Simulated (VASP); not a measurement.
Write the native input for VASP 6.6.1 that does the following.

```yaml
Task: single point
Functional: PBE
Potentials_or_basis: VASP PAW PBE potentials, release 64 (Ge_d)
Cutoff: 500 eV
k_mesh: 11 × 11 × 11
Occupations: gaussian, width 0.017 eV
Spin: no spin polarisation
Dipole_correction: no
Further_INCAR_settings: ALGO = Normal; EDIFF = 1e-06; NBANDS = 21
```

The structure of Ge lies in POSCAR:

```
Ge
1.0
   -2.4958980000      2.6508630000      1.4369470000
    2.4958980000     -2.6508630000      1.4369470000
    2.4958980000      2.6508630000     -1.4369470000
Ge
2
Direct
    0.3140570000      0.0640570000      0.2500000000
    0.6859430000      0.9359430000      0.7500000000
```

One way to write it, as run:

INCAR

```
  PREC = Accurate
  ENCUT = 500
  EDIFF = 1E-6
  ISMEAR = 0
  SIGMA = 0.017
  LREAL = F
  LASPH = T
  NELM = 120
  ALGO = Normal
  ISIF = 2
  LWAVE = F
  LCHARG = F
  GGA = PE
  NBANDS = 21
  GGA_COMPAT = F
```

KPOINTS

```
Automatic mesh
0
Gamma
  11 11 11
```

Potentials or basis: VASP PAW PBE potentials, release 64 (Ge_d).

Launch:

```bash
$ cat potpaw_PBE.64/Ge_d/POTCAR > POTCAR
$ mpirun -np 1 vasp_std > vasp.out
```

Results of the run:

```
Pressure               : 0.9 GPa
Largest force          : 0.062 eV/Å
Band gap on the k mesh : zero (bands 14 and 15 overlap by 5.21 eV)
```

It took 2.3 min on 1 thread of Intel Xeon 8259CL (shared host), peak memory 0.26 GiB.
